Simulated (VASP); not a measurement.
Input of a VASP 6.6.1 run:

The input INCAR:

```
PREC = Accurate
ENCUT = 520
EDIFF = 1E-6
ISMEAR = -1
SIGMA = 0.02
LREAL = False
LASPH = True
NELM = 60
ALGO = Normal
ISIF = 2
LWAVE = False
LCHARG = False
GGA = PS
NBANDS = 11
```

File KPOINTS:

```
Automatic mesh
0
Gamma
  8 8 8
```

File POSCAR:

```
NaH
1.0
    0.0000000000      2.3959656134      2.3959656134
    2.3959656134      0.0000000000      2.3959656134
    2.3959656134      2.3959656134      0.0000000000
Na H
1 1
Direct
    0.0000000000      0.0000000000      0.0000000000
    0.5000000000      0.5000000000      0.5000000000
```

Potentials or basis: VASP PAW PBE potentials, release 64 (Na_pv, H).

Run with:

```bash
$ cat potpaw_PBE.64/Na_pv/POTCAR potpaw_PBE.64/H/POTCAR > POTCAR
$ mpirun -np 1 vasp_std > vasp.out
```

Question: What does it give for the band gap on the k mesh?

Answer: 3.60 eV, indirect (least direct gap 4.51 eV).

Question: Estimate the pressure.

Answer: 0.0 GPa.

Caveat: the PAW data sets were made with another functional, which shifts forces and pressure a little. A k mesh can miss the band edges.
